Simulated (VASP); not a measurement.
Here is a VASP 6.6.1 calculation.

Contents of INCAR:

```
PREC = Accurate
ENCUT = 520
EDIFF = 1E-6
ISMEAR = 0
SIGMA = 0.1
LREAL = F
LASPH = T
NELM = 80
ALGO = Fast
ISIF = 2
LWAVE = F
LCHARG = T
GGA = PE
LELF = T
LVHAR = T
NBANDS = 23
```

The input KPOINTS:

```
Automatic mesh
0
Gamma
  12 12 12
```

POSCAR

```
KRe3
1.0
    4.1145539179      0.0000000000      0.0000000000
    0.0000000000      4.1145539179      0.0000000000
    0.0000000000      0.0000000000      4.1145539179
K Re
1 3
Direct
    0.0000000000      0.0000000000      0.0000000000
    0.0000000000      0.5000000000      0.5000000000
    0.5000000000      0.0000000000      0.5000000000
    0.5000000000      0.5000000000      0.0000000000
```

Potentials or basis: VASP PAW PBE potentials, release 64 (K_sv, Re).

Run with:

```bash
$ cat potpaw_PBE.64/K_sv/POTCAR potpaw_PBE.64/Re/POTCAR > POTCAR
$ mpirun -np 1 vasp_std > vasp.out
```

Problem. Predict the pressure.

Solution. 0.2 GPa.

Problem. Predict the band gap on the k mesh.

Solution. Zero (bands 15 and 16 overlap by 2.16 eV).

Caveat: spin-orbit coupling is left out, which moves the levels of the heavy elements.
